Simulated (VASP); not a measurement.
# Mg (P6_3/mmc) in VASP: notebook

Runs on Mg. Level: PBEsol. Tasks: single point.

Everything below comes from runs of VASP 6.6.1. Logs are shortened: lines on timing, memory, paths and dates and some standing lists are left out, and cuts for length are marked.

## (1) The cell of the first run

The structure is hexagonal, space group P6_3/mmc (No. 194). Conventional cell: a = 3.145 Å, b = 3.145 Å, c = 5.210 Å, α = 90.00°, β = 90.00°, γ = 120.00°. Mg (site symmetry -6m2) has 12 Mg at 3.15 to 3.18 Å within 4.1 Å.

## (2) Single point, PBEsol (equal xx and yy strain of -2 %)

Input file INCAR:

```
SYSTEM = Mg
PREC = Accurate ; ENCUT = 520
EDIFF = 1E-6 ; ISMEAR = -1
SIGMA = 0.08 ; LREAL = .FALSE.
LASPH = .TRUE. ; NELM = 60
ALGO = Normal ; ISIF = 2
LWAVE = .FALSE. ; LCHARG = .TRUE.
GGA = PS ; LELF = .TRUE.
LVHAR = .TRUE. ; NBANDS = 9
```

Input file KPOINTS:

```
Automatic mesh
0
G
  12 12 7
  0 0 0
```

Input file POSCAR:

```
Mg
1.0
    3.1450861018      0.0000000000      0.0000000000
   -1.5725430509      2.7237244613      0.0000000000
    0.0000000000      0.0000000000      5.2103300000
Mg
2
Direct
    0.3333333333      0.6666666667      0.2500000000
    0.6666666667      0.3333333333      0.7500000000
```

Potentials or basis: VASP PAW PBE potentials, release 64 (Mg).

Run with:

```bash
$ cat potpaw_PBE.64/Mg/POTCAR > POTCAR
$ mpirun -np 1 vasp_std > vasp.out
```

OUTCAR:

```text
SYSTEM = Mg
   PREC = Accurate
   ENCUT = 520
   EDIFF = 1E-6
   ISMEAR = -1
   LREAL = .FALSE.
   LASPH = .TRUE.
   NELM = 60
   ISIF = 2
   GGA = PS

 ion  position               nearest neighbor table
   1  0.333  0.667  0.250-   2 3.18   2 3.18   2 3.18   2 3.18   2 3.18   2 3.18
   2  0.667  0.333  0.750-   1 3.18   1 3.18   1 3.18   1 3.18   1 3.18   1 3.18

  LATTYP: Found a hexagonal cell.
 ALAT       =     3.1450861018
 C/A-ratio  =     1.6566573478

  Lattice vectors:

 A1 = (   3.1450861018,   0.0000000000,   0.0000000000)
 A2 = (  -1.5725430509,   2.7237244613,   0.0000000000)
 A3 = (   0.0000000000,   0.0000000000,   5.2103300000)

Analysis of symmetry for initial positions (statically):
=====================================================================
 Subroutine PRICEL returns:
 Original cell was already a primitive cell.

 Routine SETGRP: Setting up the symmetry group for a
 hexagonal supercell.

 Subroutine GETGRP returns: Found 24 space group operations
 (whereof 12 operations were pure point group operations)
 out of a pool of 24 trial point group operations.

The static configuration has the point symmetry D_3d.
 The point group associated with its full space group is D_6h.

Analysis of symmetry for dynamics (positions and initial velocities):
=====================================================================
 Subroutine PRICEL returns:
 Original cell was already a primitive cell.

 Routine SETGRP: Setting up the symmetry group for a
 hexagonal supercell.

 Subroutine GETGRP returns: Found 24 space group operations
 (whereof 12 operations were pure point group operations)
 out of a pool of 24 trial point group operations.

The dynamic configuration has the point symmetry D_3d.
 The point group associated with its full space group is D_6h.

 Subroutine INISYM returns: Found 24 space group operations
 (whereof 12 operations are pure point group operations),
 and found     1 'primitive' translations

----------------------------------------------------------------------------------------

                                     Primitive cell

  volume of cell :      44.6335

  direct lattice vectors                    reciprocal lattice vectors
     3.145086102  0.000000000  0.000000000     0.317956319  0.183572166  0.000000000
    -1.572543051  2.723724461  0.000000000     0.000000000  0.367144333  0.000000000
     0.000000000  0.000000000  5.210330000     0.000000000  0.000000000  0.191926423

  length of vectors
     3.145086102  3.145086102  5.210330000     0.367144333  0.367144333  0.191926423

  position of ions in fractional coordinates (direct lattice)
     0.333333333  0.666666667  0.250000000
     0.666666667  0.333333333  0.750000000

  ion indices of the primitive-cell ions
   primitive index   ion index
                 1           1
                 2           2

----------------------------------------------------------------------------------------

 KPOINTS: Automatic mesh

Automatic generation of k-mesh.
 Grid dimensions read from file:
 generate k-points for:   12   12    7

 Generating k-lattice:

  Cartesian coordinates                     Fractional coordinates (reciprocal lattice)
     0.026496360  0.015297681  0.000000000     0.083333333 -0.000000000  0.000000000
     0.000000000  0.030595361  0.000000000     0.000000000  0.083333333  0.000000000
     0.000000000  0.000000000  0.027418060     0.000000000  0.000000000  0.142857143

  Length of vectors
     0.030595361  0.030595361  0.027418060

  Shift w.r.t. Gamma in fractional coordinates (k-lattice)
     0.000000000  0.000000000  0.000000000

 Subroutine IBZKPT returns following result:
 ===========================================

 Found     76 irreducible k-points:

 Following reciprocal coordinates:
            Coordinates               Weight
  0.000000  0.000000  0.000000      1.000000
  0.083333  0.000000  0.000000      6.000000
  0.166667  0.000000  0.000000      6.000000
  0.250000  0.000000  0.000000      6.000000
  0.333333  0.000000  0.000000      6.000000
  0.416667  0.000000  0.000000      6.000000
[... 16 lines left out ...]
  0.250000  0.000000  0.142857     12.000000
  0.333333  0.000000  0.142857     12.000000
 [... further k-points ...]
   k-points           NKPTS =     76   k-points in BZ     NKDIM =     76   number of bands    NBANDS=      9
   number of dos      NEDOS =    301   number of ions     NIONS =      2
   total plane-waves  NPLWV =  23040
   dimension x,y,z NGX =    24 NGY =   24 NGZ =   40
   dimension x,y,z NGXF=    48 NGYF=   48 NGZF=   80
   ions per type =               2
   NGX,Y,Z   is equivalent  to a cutoff of  12.69, 12.69, 12.76 a.u.
   NGXF,Y,Z  is equivalent  to a cutoff of  25.37, 25.37, 25.53 a.u.
 SYSTEM =  Mg
   PREC   = accura    normal or accurate (medium, high low for compatibility)
   ISTART =      0    job   : 0-new  1-cont  2-samecut
   ICHARG =      2    charge: 1-file 2-atom 10-const
   ISPIN  =      1    spin polarized calculation?
   LNONCOLLINEAR =      F non collinear calculations
   LSORBIT =      F    spin-orbit coupling
   LASPH  =      T    aspherical Exc in radial PAW
   ENCUT  =  520.0 eV  38.22 Ry    6.18 a.u.   5.85  5.85  9.69*2*pi/ulx,y,z
   NELM   =     60;   NELMIN=  2; NELMDL= -5     # of ELM steps
   EDIFF  = 0.1E-05   stopping-criterion for ELM
   LREAL  =      F    real-space projection
   EDIFFG = 0.1E-04   stopping-criterion for IOM
   NSW    =      0    number of steps for IOM
   IBRION =     -1    ionic relax: 0-MD 1-quasi-New 2-CG
   NFREE  =      0    steps in history (QN), initial steepest desc. (CG)
   ISIF   =      2    stress and relaxation
   ISYM   =      2    0-nonsym 1-usesym 2-fastsym
   POTIM  = 0.5000    time-step for ionic-motion
   TEBEG  =    0.0;   TEEND  =   0.0 temperature during run
   PSTRESS=    0.0 pullay stress
   NELECT =       4.0000    total number of electrons
   NUPDOWN=      -1.0000    fix difference up-down
   EMIN   =  10.00;   EMAX   =-10.00  energy-range for DOS
   EFERMI =   0.00;   METHOD = LEGACY
   ISMEAR =    -1;   SIGMA  =   0.08  broadening in eV -4-tet -1-fermi 0-gaus
   EFERMI_NEDOS =   21; number of points for ismear=-14 and -15
   IALGO  =     38    algorithm
   IMIX   =      4    mixing-type and parameters
     AMIX     =   0.40;   BMIX     =  1.00
     AMIX_MAG =   1.60;   BMIX_MAG =  1.00
  volume/ion in A,a.u.               =      22.32       150.60
  Fermi-wavevector in a.u.,A,eV,Ry     =   0.732613  1.384437  7.302540  0.536722
  Thomas-Fermi vector in A             =   1.825119
   LORBIT       =      0    0 simple, 1 ext, 2 COOP (PROOUT), +10 PAW based schemes
   GGA     = PS    functional components
   LHFCALC =     F    Hartree Fock is set to
   AEXX    =    0.0000 exact exchange contribution
   IVDW    =     0    specifies the selected vdW correction
   LEPSILON=     F    determine dielectric tensor
   LRPA    =     F    only Hartree local field effects (RPA)
 non-spin polarized calculation
  energy-cutoff  :      520.00
  volume of cell :       44.63
 maximum number of plane-waves:      1224
 NGX is ok and might be reduce to    24
   NGX = 11   NGY = 11   NGZ = 19

 number of electron       4.0000000 magnetization

 Free energy of the ion-electron system (eV)
  ---------------------------------------------------
  ext. energy  EPLUGINS =         0.00000000
  ---------------------------------------------------
  free energy    TOTEN  =        -3.45052258 eV

  energy without entropy =       -3.43212839  energy(sigma->0) =       -3.44132549

 E-fermi :   2.7161     XC(G=0):  -8.6228

 val. band max:        2.6952878436   @ k =   0.4167   0.0833   0.4286
 cond. band min:       2.7308796703   @ k =   0.0000   0.0000   0.1429
 fundamental gap:      0.0355918266
 Fermi energy:         2.7161271048

 k-point     1 :       0.0000    0.0000    0.0000
  band No.  band energies     occupation
      1      -4.3116      2.00000
      2       0.9038      2.00000
      3       1.3155      2.00000
      4      14.0470      0.00000
      5      14.0470      0.00000
      6      14.2714      0.00000
      7      14.2714      0.00000
      8      14.5696      0.00000
      9      16.6608      0.00000

 k-point     2 :       0.0833    0.0000    0.0000
  band No.  band energies     occupation
      1      -4.1704      2.00000
      2       1.0326      2.00000
      3       1.4527      2.00000
      4      11.7398      0.00000
      5      12.8771      0.00000
      6      13.6249      0.00000
      7      15.3522      0.00000
      8      15.6034      0.00000
      9      16.4287      0.00000

 k-point     3 :       0.1667    0.0000    0.0000
  band No.  band energies     occupation
      1      -3.7481      2.00000
      2       1.4193      2.00000
      3       1.8589      1.99996
      4       9.1508      0.00000
      5      11.8274      0.00000
      6      12.3421      0.00000
      7      13.8598      0.00000
      8      14.6759      0.00000
      9      16.3532      0.00000

 k-point     4 :       0.2500    0.0000    0.0000
  band No.  band energies     occupation
      1      -3.0487      2.00000
      2       2.0646      1.99942
      3       2.5107      1.85751
      4       6.7515      0.00000
      5      10.9254      0.00000
      6      11.0103      0.00000
      7      11.4250      0.00000
      8      13.2288      0.00000
      9      15.4327      0.00000

 k-point     5 :       0.3333    0.0000    0.0000
  band No.  band energies     occupation
      1      -2.0785      2.00000
      2       2.9693      0.08104
      3       3.2362      0.00300
      4       4.7474      0.00000
      5       9.2200      0.00000
      6       9.3556      0.00000
      7      10.4276      0.00000
      8      12.1587      0.00000
      9      14.7625      0.00000

 k-point     6 :       0.4167    0.0000    0.0000
  band No.  band energies     occupation
      1      -0.8472      2.00000
      2       2.2958      1.98961
      3       4.1328      0.00000
      4       4.8700      0.00000
      5       7.2706      0.00000
      6       7.7415      0.00000
      7      10.0786      0.00000
      8      11.5624      0.00000
      9      14.3572      0.00000
[... 169 lines left out ...]
 k-point    21 :       0.0833    0.0000    0.1429
  band No.  band energies     occupation
      1      -4.0571      2.00000
      2      -0.1806      2.00000
      3       2.8614      0.27992
      4      11.8020      0.00000
      5      12.9684      0.00000
      6      13.2793      0.00000
      7      13.9936      0.00000
      8      15.5216      0.00000
      9      15.8203      0.00000

 k-point    22 :       0.1667    0.0000    0.1429
  band No.  band energies     occupation
      1      -3.6354      2.00000
      2       0.2222      2.00000
      3       3.2485      0.00257
      4       9.2465      0.00000
      5      11.9210      0.00000
      6      12.1345      0.00000
      7      13.0736      0.00000
      8      14.4732      0.00000
      9      15.1983      0.00000

 k-point    23 :       0.2500    0.0000    0.1429
  band No.  band energies     occupation
      1      -2.9368      2.00000
      2       0.8874      2.00000
      3       3.8664      0.00000
      4       6.8649      0.00000
      5      10.1360      0.00000
      6      11.1044      0.00000
      7      11.8387      0.00000
      8      13.6898      0.00000
      9      14.4163      0.00000

 k-point    24 :       0.3333    0.0000    0.1429
  band No.  band energies     occupation
      1      -1.9678      2.00000
      2       1.7964      1.99998
      3       4.2205      0.00000
      4       5.2237      0.00000
      5       8.0879      0.00000
      6      10.4639      0.00000
      7      10.5217      0.00000
      8      12.4237      0.00000
      9      13.8228      0.00000

 [... further k-points ...]
[... 5 lines left out ...]
  --------------------------------------------------------------------------------------
  -------------------------------------------------------------------------------------
  Total        0.2863568      0.2863568     -0.3162439      0.0000000      0.0000000      0.0000000
  in kB       10.2791472     10.2791472    -11.3519841      0.0000000      0.0000000      0.0000000
  external PRESSURE =       3.0687701 kB  Pullay stress =       0.0000000 kB

 VOLUME and BASIS-vectors are now :
 -----------------------------------------------------------------------------
  energy-cutoff  :      520.00
  volume of cell :       44.63
      direct lattice vectors                 reciprocal lattice vectors
     3.145086102  0.000000000  0.000000000     0.317956319  0.183572166  0.000000000
    -1.572543051  2.723724461  0.000000000     0.000000000  0.367144333  0.000000000
     0.000000000  0.000000000  5.210330000     0.000000000  0.000000000  0.191926423

 POSITION                                       TOTAL-FORCE (eV/Angst)
 -----------------------------------------------------------------------------------
     -0.00000      1.81582      1.30258        -0.000000     -0.000000      0.000000
      1.57254      0.90791      3.90775         0.000000      0.000000      0.000000
 -----------------------------------------------------------------------------------
    total drift:                                0.000000     -0.000000      0.000000

  FREE ENERGIE OF THE ION-ELECTRON SYSTEM (eV)
  ---------------------------------------------------
  free  energy   TOTEN  =        -3.4505225819 eV

  energy  without entropy=       -3.4321283918  energy(sigma->0) =       -3.44132549
```

Wall time 15 s (1 thread of Intel Xeon Platinum 8488C (Sapphire Rapids), shared host); peak memory 0.17 GiB.

Results:

```
Free energy            : -3.4505 eV
Pressure               : 0.3 GPa
Band gap on the k mesh : zero (band 2 reaches 3.79 eV, above the bottom of band 3 at 1.32 eV)
```

Stress tensor (GPa, compression positive):
```
 1.03  0.00  0.00
 0.00  1.03  0.00
 0.00  0.00 -1.14
```

Levels at points of the mesh, in eV from the Fermi level:
```tsv
k point	band 1	band 2	band 3	band 4	band 5
(0.00, 0.00, 0.00)	-7.03	-1.81	-1.40	11.33	11.33
(0.50, 0.00, 0.00)	-2.12	-2.05	2.70	3.01	3.24
```

Caveat: the cell differs from its parent crystal (equal xx and yy strain of -2 %); the PAW data sets were made with another functional, which shifts forces and pressure a little.

## (3) Single point, PBEsol (volume scaled by 0.96)

Input file INCAR:

```
SYSTEM = Mg
PREC = Accurate
ENCUT = 520
EDIFF = 1E-7
ISMEAR = -1
SIGMA = 0.08
LREAL = .False.
LASPH = .True.
NELM = 60
ALGO = Normal
ISIF = 2
LWAVE = .False.
LCHARG = .True.
GGA = PS
LELF = .True.
LVHAR = .True.
NBANDS = 9
```

Input file KPOINTS:

```
regular mesh
0
Gamma
  12 12 7
  0 0 0
```

Input file POSCAR:

```
Mg
1.0
    3.1658976813      0.0000000000      0.0000000000
   -1.5829488406      2.7417478178      0.0000000000
    0.0000000000      0.0000000000      5.1399115029
Mg
2
Direct
    0.3333333333      0.6666666667      0.2500000000
    0.6666666667      0.3333333333      0.7500000000
```

Potentials or basis: VASP PAW PBE potentials, release 64 (Mg).

Run with:

```bash
$ cat potpaw_PBE.64/Mg/POTCAR > POTCAR
$ mpirun -np 1 vasp_std > vasp.out
```

It took 12 s on 1 thread of Intel Xeon Platinum 8559C (Emerald Rapids), shared host; peak memory 0.16 GiB.

Results (log left out):

```yaml
Free_energy: -3.4561 eV
Pressure: 0.3 GPa
Band_gap_on_the_k_mesh: zero (band 2 reaches 3.75 eV, above the bottom of band 3 at 1.51 eV)
```

Stress tensor (GPa, compression positive):
```
 0.57  0.00  0.00
 0.00  0.57  0.00
 0.00  0.00 -0.26
```

Levels at points of the mesh, in eV from the Fermi level:
```
           k point  band 1  band 2  band 3  band 4  band 5  band 6  band 7
(0.00, 0.00, 0.00)   -7.01   -1.69   -1.19   11.14   11.14   11.31   11.31
(0.50, 0.00, 0.00)   -2.15   -2.11    2.74    3.07    3.40    3.82    7.06
```

Caveat: the PAW data sets were made with another functional, which shifts forces and pressure a little.
